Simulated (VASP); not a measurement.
Pd:

```
Pd
1.0
     0.00000    1.91350    1.91350
     1.91350    0.00000    1.91350
     1.91350    1.91350    0.00000
Pd
1
Direct
  0.00000 0.00000 0.00000
```

- Program: VASP 6.6.1
- Task: relaxation of cell and atoms
- Functional: PBE
- Dispersion: D3(BJ)
- Potentials or basis: VASP PAW PBE potentials, release 64 (Pd)
- Cutoff: 650 eV
- k mesh: 16 × 16 × 16
- Occupations: gaussian, width 0.04 eV
- Spin: no spin polarisation

At the start: pressure 10.5 GPa; volume 14.01 Å³/atom.

Q: Where does the relaxation end?

A: Over 6 steps the energy falls by 21.3 meV/atom and the volume is 14.69 Å³/atom (+4.9 %); space group Fm-3m (No. 225, to 0.1 Å) before and after.

Step by step:
| step | energy change (eV) | largest force (eV/Å) | pressure (GPa) | volume (Å³) |
| --- | --- | --- | --- | --- |
| 1 | 0.0000 | 0.0000 | 10.49 | 14.01 |
| 2 | 0.0344 | 0.0000 | -12.82 | 15.96 |
| 3 | -0.0210 | 0.0000 | -0.21 | 14.71 |
| 4 | -0.0210 | 0.0000 | -0.02 | 14.69 |
| 5 | -0.0213 | 0.0000 | 0.01 | 14.69 |
| 6 | -0.0213 | 0.0000 | 0.01 | 14.69 |

Final structure:
```
Pd
1.0
     0.00000    1.94397    1.94397
     1.94397    0.00000    1.94397
     1.94397    1.94397    0.00000
Pd
1
Direct
  0.00000 0.00000 0.00000
```
